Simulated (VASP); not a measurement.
Wanted: the native input for a VASP 6.6.1 run.

- Task: single point
- Functional: B3LYP
- Potentials or basis: VASP PAW PBE potentials, release 64 (Ge_d)
- Cutoff: 520 eV
- k mesh: 5 × 5 × 3
- Occupations: fermi-dirac, width 0.05 eV
- Spin: no spin polarisation
- Dipole correction: no
- Grid for exact exchange (PRECFOCK): Normal
- Further INCAR settings: ALGO = Normal; EDIFF = 1e-06; NBANDS = 21
- Share of exact exchange: 0.2

Ge:

```
CELL_PARAMETERS angstrom
1.53408 -2.68184 0.00000
1.53408 2.68184 0.00000
0.00000 0.00000 5.02392
ATOMIC_POSITIONS crystal
Ge 0.24981 0.75019 0.25000
Ge 0.75019 0.24981 0.75000
```

These files were run (other wordings do the same):

POSCAR

```
Ge
1.0
    1.5340794023     -2.6818388570      0.0000000000
    1.5340794023      2.6818388570      0.0000000000
    0.0000000000      0.0000000000      5.0239213626
Ge
2
Direct
    0.2498090299      0.7501909701      0.2500000000
    0.7501909701      0.2498090299      0.7500000000
```

INCAR.step1

```
PREC     = Accurate       # precision mode
ENCUT    = 520            # plane-wave cutoff, eV
EDIFF    = 1E-5           # SCF threshold, eV
ISMEAR   = -1             # smearing method
SIGMA    = 0.05           # smearing width, eV
LREAL    = F              # projectors in reciprocal space
LASPH    = T              # aspherical terms in the spheres
NELM     = 100            # most SCF steps
ALGO     = Normal         # electronic algorithm
ISIF     = 2              # what is computed and relaxed
LWAVE    = T              # write WAVECAR
LCHARG   = F              # write CHGCAR
NBANDS   = 21             # bands
GGA      = PE             # functional
```

INCAR.step2

```
PREC     = Accurate       # precision mode
ENCUT    = 520            # plane-wave cutoff, eV
EDIFF    = 1E-6           # SCF threshold, eV
ISMEAR   = -1             # smearing method
SIGMA    = 0.05           # smearing width, eV
LREAL    = F              # projectors in reciprocal space
LASPH    = T              # aspherical terms in the spheres
NELM     = 100            # most SCF steps
ALGO     = Normal         # electronic algorithm
ISIF     = 2              # what is computed and relaxed
LWAVE    = F              # write WAVECAR
LCHARG   = F              # write CHGCAR
GGA      = B3             # functional
LHFCALC  = T              # exact exchange
AEXX     = 0.2            # exact-exchange fraction
AGGAX    = 0.72         
AGGAC    = 0.81         
ALDAC    = 0.19         
PRECFOCK = Normal       
NBANDS   = 21             # bands
ISTART   = 1
```

KPOINTS

```
regular mesh
0
Gamma
  5 5 3
```

Potentials or basis: VASP PAW PBE potentials, release 64 (Ge_d).

The run is started by

```sh
$ cat potpaw_PBE.64/Ge_d/POTCAR > POTCAR
$ cp INCAR.step1 INCAR
$ mpirun -np 1 vasp_std > vasp.out
$ cp INCAR.step2 INCAR
$ mpirun -np 1 vasp_std > vasp.out
```

It gave:

```
Pressure               : -0.1 GPa
Band gap on the k mesh : zero (bands 14 and 15 overlap by 7.82 eV)
```

Caveat: the k points lie up to 0.47 Å⁻¹ apart, too coarse for converged energies and pressures of a metal; the PAW data sets were made with another functional, which shifts forces and pressure a little.

It took 33 min on 1 thread of Intel(R) Xeon(R) Platinum 8375C CPU @ 2.90GHz (Ice Lake) (shared host), peak memory 0.17 GiB.
